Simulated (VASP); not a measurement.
Ag: single point with PBE

Crystal: Ag.

```
CELL_PARAMETERS angstrom
0.00000 2.03288 2.04310
2.04310 0.00000 2.04310
2.04310 2.03288 0.00000
ATOMIC_POSITIONS crystal
Ag 0.00000 0.00000 0.00000
```

This cell differs from its parent crystal: strain -0.0050 x Voigt [0, 1, 0, 0, 0, 0].

* Program: VASP 6.6.1
* Task: single point
* Functional: PBE
* Potentials or basis: VASP PAW PBE potentials, release 64 (Ag)
* Cutoff: 520 eV
* k mesh: 20 × 20 × 20
* Occupations: gaussian, width 0.15 eV
* Spin: no spin polarisation

The pressure is 5.2 GPa.

Stress tensor (GPa, compression positive):
```
5.09 0.00 0.00
0.00 5.29 0.00
0.00 0.00 5.09
```

Levels at points of the mesh, in eV from the Fermi level:
| k point | band 4 | band 5 | band 6 | band 7 | band 8 | band 9 |
| --- | --- | --- | --- | --- | --- | --- |
| (0.00, 0.00, 0.00) | -4.81 | -3.81 | -3.77 | 16.03 | 19.61 | 19.61 |
| (0.50, 0.00, 0.00) | -3.00 | -2.98 | -0.42 | 3.62 | 15.26 | 17.85 |
| (0.50, 0.50, 0.00) | -2.79 | -2.77 | 1.56 | 6.73 | 10.71 | 10.71 |
| (0.50, 0.00, 0.50) | -2.78 | -2.78 | 1.65 | 6.85 | 10.62 | 10.62 |

It took 54 s on 1 thread of Intel(R) Xeon(R) Platinum 8488C (Sapphire Rapids), on a shared host, peak memory 0.24 GiB.

Caveat: the cell differs from its parent crystal (strain -0.0050 x Voigt [0, 1, 0, 0, 0, 0]).
